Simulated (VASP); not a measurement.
Set up this calculation in VASP 6.6.1, as the native input.

```
Task                               : single point
Functional                         : PBE-based screened hybrid
Potentials or basis                : VASP PAW PBE potentials, release 64 (Sb)
Cutoff                             : 520 eV
k mesh                             : 5 × 5 × 3
Occupations                        : fermi-dirac, width 0.05 eV
Spin                               : no spin polarisation
Dipole correction                  : no
Grid for exact exchange (PRECFOCK) : Normal
Share of exact exchange            : 0.5
Further INCAR settings             : ALGO = Normal; EDIFF = 1e-07; NBANDS = 12
Screening parameter                : 0.2 1/Å
```

Crystal: Sb.

```
Sb
1.0
     3.35453    0.00000    0.00000
    -1.67727    2.90511    0.00000
     0.00000    0.00000    5.47016
Sb
2
Cartesian
  1.6773 0.9684 4.1026
  0.0000 1.9367 1.3675
```

One way to write it, as run:

POSCAR

```
Sb
1.0
    3.3545324186      0.0000000000      0.0000000000
   -1.6772662093      2.9051102923      0.0000000000
    0.0000000000      0.0000000000      5.4701606500
Sb
2
Direct
    0.6666666667      0.3333333333      0.7500000000
    0.3333333333      0.6666666667      0.2500000000
```

INCAR.step1

```
SYSTEM = Sb
ALGO = Normal
EDIFF = 1E-5
ENCUT = 520
GGA = PE
ISIF = 2
ISMEAR = -1
LASPH = .True.
LREAL = .False.
LWAVE = .True.
NBANDS = 12
NELM = 100
PREC = Accurate
SIGMA = 0.05
```

INCAR.step2

```
SYSTEM = Sb
AEXX = 0.5
ALGO = Normal
EDIFF = 1E-7
ENCUT = 520
GGA = PE
HFSCREEN = 0.2
ISIF = 2
ISMEAR = -1
ISTART = 1
LASPH = .True.
LCHARG = .True.
LELF = .True.
LHFCALC = .True.
LREAL = .False.
LVHAR = .True.
LWAVE = .False.
NBANDS = 12
NELM = 100
PREC = Accurate
PRECFOCK = Normal
SIGMA = 0.05
```

KPOINTS

```
k-points
0
Gamma
  5 5 3
  0 0 0
```

Potentials or basis: VASP PAW PBE potentials, release 64 (Sb).

Command:

```sh
$ cat potpaw_PBE.64/Sb/POTCAR > POTCAR
$ cp INCAR.step1 INCAR
$ mpirun -np 1 vasp_std > vasp.out
$ cp INCAR.step2 INCAR
$ mpirun -np 1 vasp_std > vasp.out
```

Results of the run:

```json
{
 "Pressure": "-7.7 GPa",
 "Band gap on the k mesh": "zero (band 5 reaches 13.34 eV, above the bottom of band 6 at 5.89 eV)"
}
```

Caveat: the k points lie up to 0.43 Å⁻¹ apart; the PAW data sets were made with another functional, which shifts forces and pressure a little; spin-orbit coupling is left out, which moves the levels of the heavy elements.

Wall time 9.9 min on 1 thread of Intel(R) Xeon(R) Platinum 8488C (Sapphire Rapids), on a shared host, peak memory 0.26 GiB.
